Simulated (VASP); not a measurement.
A run of VASP 6.6.1 is set up as follows.

Contents of INCAR:

```
SYSTEM = TiC
PREC = Accurate ; ENCUT = 520
EDIFF = 1E-6 ; ISMEAR = -1
SIGMA = 0.05 ; LREAL = Auto
LASPH = .True. ; NELM = 80
ALGO = Normal ; ISIF = 2
LWAVE = .False. ; LCHARG = .True.
GGA = PS ; LELF = .True.
LVHAR = .True. ; NBANDS = 78
```

Contents of KPOINTS:

```
Automatic mesh
0
Gamma
  2 2 2
  0.5 0.5 0.5
```

The input POSCAR:

```
TiC
1.0
   -4.3280000000      4.3280000000      0.0000000000
   -4.3280000000      0.0000000000      4.3280000000
    0.0000000000      4.3280000000      4.3280000000
Ti C
8 8
Direct
    0.0068946396     -0.0056127542      0.0039600277
    0.4984292976      0.0047396026      0.0013625231
    0.0018450786      0.5013732671     -0.0001172597
   -0.0067785351      0.0009354205      0.4974550601
    0.4992806146      0.4970819085     -0.0047233133
    0.4954065388      0.0013155037      0.5020308457
    0.0045867606      0.5065234519      0.4921701710
    0.5016801063      0.4947281654      0.5022487292
    0.7476216497      0.7514127773      0.7573060305
    0.2591937384      0.7394645333      0.7491225739
    0.7436866913      0.2554840573      0.7468525878
    0.7498923290      0.7498784658      0.2543248614
    0.2484125462      0.2547727588      0.7510056608
    0.2450004621      0.7513634473      0.2507111830
    0.7534150878      0.2411814926      0.2497355591
    0.2474205176      0.2521194547      0.2633112292
```

Potentials or basis: VASP PAW PBE potentials, release 64 (Ti_sv, C).

Launch:

```bash
$ cat potpaw_PBE.64/Ti_sv/POTCAR potpaw_PBE.64/C/POTCAR > POTCAR
$ mpirun -np 1 vasp_std > vasp.out
```

Problem. Predict the pressure.

Solution. -5.0 GPa.

Problem. Estimate the band gap on the k mesh.

Solution. 0.57 eV.

Problem. Predict the largest force.

Solution. 1.102 eV/Å.

Forces on the atoms (eV/Å):
```
Ti   0.059 -0.903  0.135
Ti   0.266  0.259 -0.380
Ti   0.277 -0.228  0.054
Ti  -0.238  0.735  0.401
Ti  -0.478  0.643  0.388
Ti  -0.069  0.351 -0.185
Ti   0.981  0.288  0.351
Ti  -0.313 -0.308  0.141
C   -0.050 -0.161 -0.248
C    0.010 -0.499  0.645
C    0.037  0.581 -0.211
C   -0.096 -0.327 -0.246
C    0.260  0.147 -0.247
C   -0.374  0.204 -0.093
C   -0.315 -0.134  0.387
C    0.044 -0.645 -0.892
```

Caveat: the k points lie up to 0.63 Å⁻¹ apart; the atoms stand as in a frame of molecular dynamics; the PAW data sets were made with another functional, which shifts forces and pressure a little; a shifted mesh leaves out Γ, where band edges can lie. A k mesh can miss the band edges.
